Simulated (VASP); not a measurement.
# BN (R3m) in VASP: further runs, part 3 of 3

VASP 6.6.1. Earlier steps stand in the parts before.

## (6) Phonons, PBE+D3(BJ) (phonons at volume x 0.98)

Contents of INCAR:

```
SYSTEM = BN
  PREC = Accurate
  ENCUT = 520
  EDIFF = 1E-8
  ISMEAR = 0
  SIGMA = 0.01
  LREAL = .False.
  LASPH = .True.
  NELM = 60
  ALGO = Normal
  ISIF = 2
  LWAVE = .False.
  LCHARG = .False.
  GGA = PE
  IVDW = 12
  NBANDS = 11
  IBRION = 6
  NFREE = 2
  POTIM = 0.015
  NSW = 1
```

Contents of KPOINTS:

```
Automatic mesh
0
Gamma
  12 12 12
  0 0 0
```

Contents of POSCAR:

```
BN
1.0
    1.2522966781      0.7230138242      3.2319627033
   -1.2522966781      0.7230138242      3.2319627033
    0.0000000000     -1.4460276484      3.2319627033
B N
1 1
Direct
    0.9997353176      0.9997353176      0.9997353176
    0.3326976824      0.3326976824      0.3326976824
```

Potentials or basis: VASP PAW PBE potentials, release 64 (B, N).

The run is started by

```bash
$ cat potpaw_PBE.64/B/POTCAR potpaw_PBE.64/N/POTCAR > POTCAR
$ mpirun -np 1 vasp_std > vasp.out
```

OUTCAR:

```text
SYSTEM = BN
   PREC = Accurate
   ENCUT = 520
   EDIFF = 1E-8
   ISMEAR = 0
   LREAL = .False.
   LASPH = .True.
   NELM = 60
   ISIF = 2
   GGA = PE
   IVDW = 12
   IBRION = 6
   NFREE = 2
   POTIM = 0.015
   NSW = 1
 IVDW          = 12

 ion  position               nearest neighbor table
   1  1.000  1.000  1.000-   2 1.45   2 1.45   2 1.45
   2  0.333  0.333  0.333-   1 1.45   1 1.45   1 1.45

  LATTYP: Found a trigonal (rhomboedric) cell.
 ALAT       =     3.5407031612
 COS(alpha) =     0.7498126107

  Lattice vectors:

 A1 = (   1.2522966781,   0.7230138242,   3.2319627033)
 A2 = (  -1.2522966781,   0.7230138242,   3.2319627033)
 A3 = (   0.0000000000,  -1.4460276484,   3.2319627033)

Analysis of symmetry for initial positions (statically):
=====================================================================
 Subroutine PRICEL returns:
 Original cell was already a primitive cell.

 Routine SETGRP: Setting up the symmetry group for a
 trigonal (rhombohedral) supercell.

 Subroutine GETGRP returns: Found  6 space group operations
 (whereof  6 operations were pure point group operations)
 out of a pool of 12 trial point group operations.

The static configuration has the point symmetry C_3v.

Analysis of symmetry for dynamics (positions and initial velocities):
=====================================================================
 Subroutine PRICEL returns:
 Original cell was already a primitive cell.

 Routine SETGRP: Setting up the symmetry group for a
 trigonal (rhombohedral) supercell.

 Subroutine GETGRP returns: Found  6 space group operations
 (whereof  6 operations were pure point group operations)
 out of a pool of 12 trial point group operations.

The dynamic configuration has the point symmetry C_3v.

 Subroutine INISYM returns: Found  6 space group operations
[... 472 lines left out ...]
  ---------------------------------------------------
  free energy    TOTEN  =       -17.56573845 eV

  energy without entropy =      -17.56573845  energy(sigma->0) =      -17.56573845

 E-fermi :   2.5574     XC(G=0): -10.2573

 val. band max:        2.4692105798   @ k =  -0.3333   0.2500   0.0000
 cond. band min:       6.6741979685   @ k =   0.5000   0.5000   0.0000
 fundamental gap:      4.2049873887
 Fermi energy:         2.5573786512

 k-point     1 :       0.0000    0.0000    0.0000
  band No.  band energies     occupation
      1     -15.3405      2.00000
      2      -1.4424      2.00000
      3       1.1889      2.00000
      4       1.1889      2.00000
      5       7.8967      0.00000
      6      14.1363      0.00000
      7      14.1363      0.00000
      8      15.6417      0.00000
      9      17.3992      0.00000
     10      28.4349      0.00000
     11      31.3192      0.00000
[... 309 lines left out ...]
 k-point    24 :      -0.4167    0.1667   -0.0000
  band No.  band energies     occupation
      1     -11.8663      2.00000
      2      -6.1348      2.00000
      3      -2.9204      2.00000
      4       2.2018      2.00000
      5       7.6654      0.00000
      6      14.0610      0.00000
      7      16.1476      0.00000
      8      17.0555      0.00000
      9      20.6554      0.00000
     10      23.6543      0.00000
     11      26.0279      0.00000

 [... further k-points ...]

------------------------ aborting loop because EDIFF is reached ----------------------------------------

 Edisp (eV)   -0.29168

 E8    (eV) :    -0.0857
[... 25 lines left out ...]
  FREE ENERGIE OF THE ION-ELECTRON SYSTEM (eV)
  ---------------------------------------------------
  free  energy   TOTEN  =       -17.8574158433 eV

  energy  without entropy=      -17.8574158433  energy(sigma->0) =      -17.85741584

 INTERNAL STRAIN TENSORS FROM DISPLACED ATOMS
 ============================================

 INTERNAL STRAIN TENSOR FOR ION    1 for displacements in x,y,z  (eV/Angst):
          X           Y           Z          XY          YZ          ZX
  --------------------------------------------------------------------------------
  x     0.00000     0.00000    -0.00000   -12.51896     0.00000    -0.02123
  y   -12.51896    12.51896     0.00000    -0.00000    -0.02123     0.00000
  z     0.11969     0.11969    -0.56711     0.00000     0.00000     0.00000

 INTERNAL STRAIN TENSOR FOR ION    2 for displacements in x,y,z  (eV/Angst):
          X           Y           Z          XY          YZ          ZX
  --------------------------------------------------------------------------------
  x     0.00000     0.00000     0.00000    12.51259     0.00000     0.02159
  y    12.51259   -12.51259    -0.00000    -0.00000     0.02159     0.00000
  z    -0.11870    -0.11870     0.56694     0.00000     0.00000     0.00000

 Eigenvectors and eigenvalues of the dynamical matrix
 ----------------------------------------------------

   1 f  =   40.679419 THz   255.596326 2PiTHz 1356.919350 cm-1   168.236482 meV
             X         Y         Z           dx          dy          dz
      0.000000  0.000000  9.693322    -0.751179    0.000000    0.000000
      0.000000  0.000000  3.225800     0.660099    0.000000    0.000000
[... 21 lines left out ...]
   6 f/i=    0.001957 THz     0.012294 2PiTHz    0.065269 cm-1     0.008092 meV
             X         Y         Z           dx          dy          dz
      0.000000  0.000000  9.693322     0.000000    0.000000   -0.660154
      0.000000  0.000000  3.225800     0.000000    0.000000   -0.751130

 ELASTIC MODULI CONTR FROM IONIC RELAXATION (kBar)
 Direction    XX          YY          ZZ          XY          YZ          ZX
 --------------------------------------------------------------------------------
 XX        -346.1563    345.9482      0.4950      0.0000     -0.5919      0.0000
 YY         345.9482   -346.1563      0.4950     -0.0000      0.5919     -0.0000
 ZZ           0.4950      0.4950     -2.3549     -0.0000     -0.0000     -0.0000
 XY           0.0000     -0.0000     -0.0000   -346.0522      0.0000     -0.5919
 YZ          -0.5919      0.5919     -0.0000      0.0000     -0.0010      0.0000
 ZX           0.0000     -0.0000     -0.0000     -0.5919      0.0000     -0.0010
 --------------------------------------------------------------------------------
```

OSZICAR:

```text
N       E                     dE             d eps       ncg     rms          rms(c)
DAV:   1     0.131963547231E+02    0.13196E+02   -0.46822E+03  4214   0.689E+02
DAV:   2    -0.185574801115E+02   -0.31754E+02   -0.30470E+02  4918   0.161E+02
DAV:   3    -0.193211432947E+02   -0.76366E+00   -0.76235E+00  5073   0.230E+01
[... 93 lines left out ...]
DAV:   4    -0.175657360295E+02   -0.17430E-04   -0.16690E-04  4734   0.104E-01    0.101E-02
DAV:   5    -0.175657383271E+02   -0.22976E-05   -0.26151E-06  4848   0.119E-02    0.264E-03
DAV:   6    -0.175657384370E+02   -0.10992E-06   -0.48479E-07  4701   0.524E-03    0.457E-04
DAV:   7    -0.175657384472E+02   -0.10157E-07   -0.30238E-08  4904   0.144E-03    0.156E-04
DAV:   8    -0.175657384478E+02   -0.62494E-09   -0.12695E-09  2397   0.243E-04
   9 F= -.17857416E+02 E0= -.17857416E+02  d E =-.680312E-38
```

It took 24 min on 1 thread of AMD EPYC 7R43 (Zen 3), shared host; peak memory 0.41 GiB.

What came out:

* Highest phonon frequency at Γ, LO-TO splitting left out: 1357 cm⁻¹
* Dispersion energy per atom: -0.146 eV

Phonon frequencies in cm⁻¹ (negative: imaginary):
| q point | frequencies |
| --- | --- |
| (0.000, 0.000, 0.000) | 0 0 0 745 1357 1357 |

Caveat: the cell differs from its parent crystal (phonons at volume x 0.98).

## (7) Phonons, PBE+D3(BJ)

This run uses another cell than the first one, of 8.96 Å³/atom, 1.357 times its volume.

Contents of INCAR:

```
SYSTEM = BN
PREC = Accurate ; ENCUT = 520
EDIFF = 1E-8 ; ISMEAR = 0
SIGMA = 0.01 ; LREAL = .FALSE.
LASPH = .TRUE. ; NELM = 80
ALGO = Normal ; ISIF = 2
LWAVE = .FALSE. ; LCHARG = .FALSE.
GGA = PE ; IVDW = 12
IBRION = 6 ; NFREE = 2
POTIM = 0.015 ; NSW = 1
```

Contents of KPOINTS:

```
Automatic mesh
0
G
  12 12 12
  0 0 0
```

Contents of POSCAR:

```
BN
1.0
    1.2530563199      0.7234524036      3.2939237328
   -1.2530563199      0.7234524036      3.2939237328
    0.0000000000     -1.4469048072      3.2939237328
B N
1 1
Direct
    0.9996973421      0.9996973421      0.9996973421
    0.3327356579      0.3327356579      0.3327356579
```

Potentials or basis: VASP PAW PBE potentials, release 64 (B, N).

The run is started by

```bash
$ cat potpaw_PBE.64/B/POTCAR potpaw_PBE.64/N/POTCAR > POTCAR
$ mpirun -np 1 vasp_std > vasp.out
```

OUTCAR:

```text
SYSTEM = BN
   PREC = Accurate
   ENCUT = 520
   EDIFF = 1E-8
   ISMEAR = 0
   LREAL = .FALSE.
   LASPH = .TRUE.
   NELM = 80
   ISIF = 2
   GGA = PE
   IVDW = 12
   IBRION = 6
   NFREE = 2
   POTIM = 0.015
   NSW = 1
 IVDW          = 12

 ion  position               nearest neighbor table
   1  1.000  1.000  1.000-   2 1.45   2 1.45   2 1.45
   2  0.333  0.333  0.333-   1 1.45   1 1.45   1 1.45

  LATTYP: Found a trigonal (rhomboedric) cell.
 ALAT       =     3.5977030281
 COS(alpha) =     0.7573833763

  Lattice vectors:

 A1 = (   1.2530563199,   0.7234524036,   3.2939237328)
 A2 = (  -1.2530563199,   0.7234524036,   3.2939237328)
 A3 = (   0.0000000000,  -1.4469048072,   3.2939237328)

Analysis of symmetry for initial positions (statically):
=====================================================================
 Subroutine PRICEL returns:
[... 768 lines left out ...]
      5       7.4763      0.00000
      6      13.8561      0.00000
      7      15.9019      0.00000
      8      16.8014      0.00000

 [... further k-points ...]

------------------------ aborting loop because EDIFF is reached ----------------------------------------

 Edisp (eV)   -0.28468

 E8    (eV) :    -0.0835
[... 25 lines left out ...]
  FREE ENERGIE OF THE ION-ELECTRON SYSTEM (eV)
  ---------------------------------------------------
  free  energy   TOTEN  =       -17.8581868133 eV

  energy  without entropy=      -17.8581868133  energy(sigma->0) =      -17.85818681

 INTERNAL STRAIN TENSORS FROM DISPLACED ATOMS
 ============================================

 INTERNAL STRAIN TENSOR FOR ION    1 for displacements in x,y,z  (eV/Angst):
          X           Y           Z          XY          YZ          ZX
  --------------------------------------------------------------------------------
  x     0.00000     0.00000     0.00000   -12.38030    -0.00000    -0.00903
  y   -12.38030    12.38030     0.00000     0.00000    -0.00903    -0.00000
  z     0.10034     0.10034    -0.46757     0.00000     0.00000     0.00000

 INTERNAL STRAIN TENSOR FOR ION    2 for displacements in x,y,z  (eV/Angst):
          X           Y           Z          XY          YZ          ZX
  --------------------------------------------------------------------------------
  x     0.00000     0.00000     0.00000    12.37289    -0.00000     0.00962
  y    12.37289   -12.37289     0.00000     0.00000     0.00962    -0.00000
  z    -0.09938    -0.09938     0.46862     0.00000     0.00000     0.00000

 Eigenvectors and eigenvalues of the dynamical matrix
 ----------------------------------------------------

   1 f  =   40.580771 THz   254.976504 2PiTHz 1353.628815 cm-1   167.828508 meV
             X         Y         Z           dx          dy          dz
      0.000000  0.000000  9.878780     0.751179   -0.000000    0.000000
      0.000000  0.000000  3.288018    -0.660098    0.000000    0.000000
[... 21 lines left out ...]
   6 f/i=    0.000545 THz     0.003426 2PiTHz    0.018186 cm-1     0.002255 meV
             X         Y         Z           dx          dy          dz
      0.000000  0.000000  9.878780     0.123517   -0.648439    0.000000
      0.000000  0.000000  3.288018     0.140560   -0.737911    0.000000

 ELASTIC MODULI CONTR FROM IONIC RELAXATION (kBar)
 Direction    XX          YY          ZZ          XY          YZ          ZX
 --------------------------------------------------------------------------------
 XX        -333.3158    333.1742      0.3319      0.0000     -0.2510     -0.0000
 YY         333.1742   -333.3158      0.3319     -0.0000      0.2510      0.0000
 ZZ           0.3319      0.3319     -1.5560      0.0000      0.0000     -0.0000
 XY           0.0000     -0.0000      0.0000   -333.2450     -0.0000     -0.2510
 YZ          -0.2510      0.2510      0.0000     -0.0000     -0.0002     -0.0000
 ZX          -0.0000      0.0000     -0.0000     -0.2510     -0.0000     -0.0002
 --------------------------------------------------------------------------------
```

OSZICAR:

```text
N       E                     dE             d eps       ncg     rms          rms(c)
DAV:   1     0.131302230668E+02    0.13130E+02   -0.48328E+03  3104   0.939E+02
DAV:   2    -0.188994996497E+02   -0.32030E+02   -0.30433E+02  4136   0.171E+02
DAV:   3    -0.193378583705E+02   -0.43836E+00   -0.43836E+00  3664   0.253E+01
[... 89 lines left out ...]
DAV:   3    -0.175734851291E+02    0.80894E-03   -0.40340E-03  3752   0.559E-01    0.293E-02
DAV:   4    -0.175735018063E+02   -0.16677E-04   -0.19757E-04  3376   0.151E-01    0.979E-03
DAV:   5    -0.175735037395E+02   -0.19332E-05   -0.19515E-06  4720   0.146E-02    0.493E-03
DAV:   6    -0.175735044813E+02   -0.74177E-06   -0.76710E-07  3272   0.872E-03    0.526E-04
DAV:   7    -0.175735044821E+02   -0.79774E-09   -0.35266E-08  4456   0.196E-03
   9 F= -.17858187E+02 E0= -.17858187E+02  d E =-.363273E-89
```

Wall time 15 min (1 thread of AMD EPYC 7R43 (Zen 3), shared host); peak memory 0.35 GiB.

What came out:

```yaml
Highest_phonon_frequency_at_Γ_LO-TO_splitting_left_out: 1354 cm⁻¹
Dispersion_energy_per_atom: -0.142 eV
```

Phonon frequencies in cm⁻¹ (negative: imaginary):
```csv
q point,frequencies
"(0.000, 0.000, 0.000)",0 0 0 749 1354 1354
```
